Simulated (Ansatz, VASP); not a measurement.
# Two plane-wave programs on Ti3O4

INCAR

```
PREC = Accurate
ENCUT = 520
EDIFF = 1E-6
ISMEAR = 0
SIGMA = 0.15
LREAL = F
LASPH = T
NELM = 100
ALGO = Normal
ISIF = 2
LWAVE = F
LCHARG = T
GGA = PS
LELF = T
LVHAR = T
NBANDS = 39
```

KPOINTS

```
regular mesh
0
Gamma
  8 8 14
```

File POSCAR:

```
Ti3O4
1.0
    2.7671754172     -4.0303540220      0.0000000000
    2.7671754172      4.0303540220      0.0000000000
    0.0000000000      0.0000000000      2.9690273773
Ti O
3 4
Direct
    0.0000000000      0.0000000000      0.5000000000
    0.5000000000      0.0000000000      0.0000000000
    0.0000000000      0.5000000000      0.0000000000
    0.7627833111      0.7627833111      0.0000000000
    0.2588765548      0.7411234452      0.5000000000
    0.2372166889      0.2372166889      0.0000000000
    0.7411234452      0.2588765548      0.5000000000
```

Input for Ansatz:

```yaml
crystal:
  lattice:
    - [2.7671754172, -4.030354022, 0.0]
    - [2.7671754172, 4.030354022, 0.0]
    - [0.0, 0.0, 2.9690273773]
  atoms:
    - { symbol: Ti, position: [0.0, 0.0, 0.5] }
    - { symbol: Ti, position: [0.5, 0.0, 0.0] }
    - { symbol: Ti, position: [0.0, 0.5, 0.0] }
    - { symbol: O, position: [0.7627833111, 0.7627833111, 0.0] }
    - { symbol: O, position: [0.2588765548, 0.7411234452, 0.5] }
    - { symbol: O, position: [0.2372166889, 0.2372166889, 0.0] }
    - { symbol: O, position: [0.7411234452, 0.2588765548, 0.5] }
basis:
  ecutwfc: 420
kpoints:
  mp_grid: { grid: [8, 8, 14] }
hamiltonian:
  xc: pbesol
scf:
  occupations: { method: gaussian, width: 0.15 }
output:
  forces: true
  stress: true
  eigenvalues: true
```

Change from the starting cell: strain -0.0500 x Voigt [1, 0, 0, 0, 0, 0], atoms carried along.

Alike in both runs: task single point; functional PBEsol; k mesh 8 × 8 × 14; occupations gaussian, width 0.15 eV; no spin polarisation.

```csv
,VASP,Ansatz
version,VASP 6.6.1,Ansatz 0.2.0
potentials or method,"VASP PAW PBE potentials, release 64 (Ti_sv, O), cutoff 520 eV","scalar-relativistic, plane waves, PAW"
valence electrons in the cell,60,60
```

Ansatz gave:

```
gap on the k mesh at the Fermi level (eV)                     : none
pressure (GPa)                                                : 13.2
traceless stress, the component that is largest in VASP (GPa) : -8.39
rms of the force components (eV/Å)                            : 0.256
```

Task: Estimate VASP's values.

Result: gap on the k mesh at the Fermi level (eV): none; pressure (GPa): 14.1; traceless stress, the component that is largest in VASP (GPa): -8.43; rms of the force components (eV/Å): 0.267.

VASP's potentials were made for PBE, not for PBEsol. Atom by atom the forces differ by 0.013 eV/Å (rms over components). A gap of «none» marks a metal or a gap that the smearing closes. With one functional, cell and mesh, what is left measures potentials, basis and numerics.
